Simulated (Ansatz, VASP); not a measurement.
# One calculation of ZnPb2N2, two programs

Contents of INCAR:

```
ALGO = Normal ; EDIFF = 1E-7
ENCUT = 520 ; GGA = PE
ISIF = 2 ; ISMEAR = 0
IVDW = 12 ; LASPH = True
LCHARG = False ; LREAL = False
LWAVE = False ; NBANDS = 33
NELM = 80 ; PREC = Accurate
SIGMA = 0.05
```

File KPOINTS:

```
k-points
0
Gamma
  9 9 4
```

The input POSCAR:

```
ZnPb2N2
1.0
    3.5587690171      0.0000000000      0.0000000000
   -1.7793845086      3.0819843750      0.0000000000
    0.0000000000      0.0000000000      9.8751030283
Zn Pb N
1 2 2
Direct
    0.0000000000      0.0000000000      0.5000000000
    0.6666666667      0.3333333333      0.1869330000
    0.3333333333      0.6666666667      0.8130670000
    0.0000000000      0.0000000000      0.6983190000
    0.0000000000      0.0000000000      0.3016810000
```

Input for Ansatz:

```yaml
crystal:
  lattice:
    - [3.5587690171, 0.0, 0.0]
    - [-1.7793845086, 3.081984375, 0.0]
    - [0.0, 0.0, 9.8751030283]
  atoms:
    - { symbol: Zn, position: [0.0, 0.0, 0.5] }
    - { symbol: Pb, position: [0.6666666667, 0.3333333333, 0.186933] }
    - { symbol: Pb, position: [0.3333333333, 0.6666666667, 0.813067] }
    - { symbol: "N", position: [0.0, 0.0, 0.698319] }
    - { symbol: "N", position: [0.0, 0.0, 0.301681] }
basis:
  ecutwfc: 420
kpoints:
  mp_grid: { grid: [9, 9, 4] }
hamiltonian:
  xc: pbe
  dispersion: d3bj
scf:
  occupations: { method: gaussian, width: 0.05 }
output:
  forces: true
  stress: true
  eigenvalues: true
```

Alike in both runs: task single point; functional PBE; dispersion D3(BJ); k mesh 9 × 9 × 4; occupations gaussian, width 0.05 eV; no spin polarisation.

```csv
,VASP,Ansatz
version,VASP 6.6.1,Ansatz 0.2.0
potentials or method,"VASP PAW PBE potentials, release 64 (Zn, Pb_d, N), cutoff 520 eV","scalar-relativistic, plane waves, PAW"
valence electrons in the cell,50,50
```

Ansatz gave:

| Item | Value |
| --- | --- |
| gap on the k mesh at the Fermi level (eV) | 0.93 |
| least direct gap on the mesh (eV) | 1.32 |
| pressure (GPa) | -3.9 |
| traceless stress, the component that is largest in VASP (GPa) | -8.48 |
| rms of the force components (eV/Å) | 0.493 |

Problem. Estimate VASP's values.

Solution. gap on the k mesh at the Fermi level (eV): 0.92; least direct gap on the mesh (eV): 1.31; pressure (GPa): -3.8; traceless stress, the component that is largest in VASP (GPa): -8.20; rms of the force components (eV/Å): 0.473.

Atom by atom the forces differ by 0.021 eV/Å (rms over components).

Neither program's run includes spin-orbit coupling.
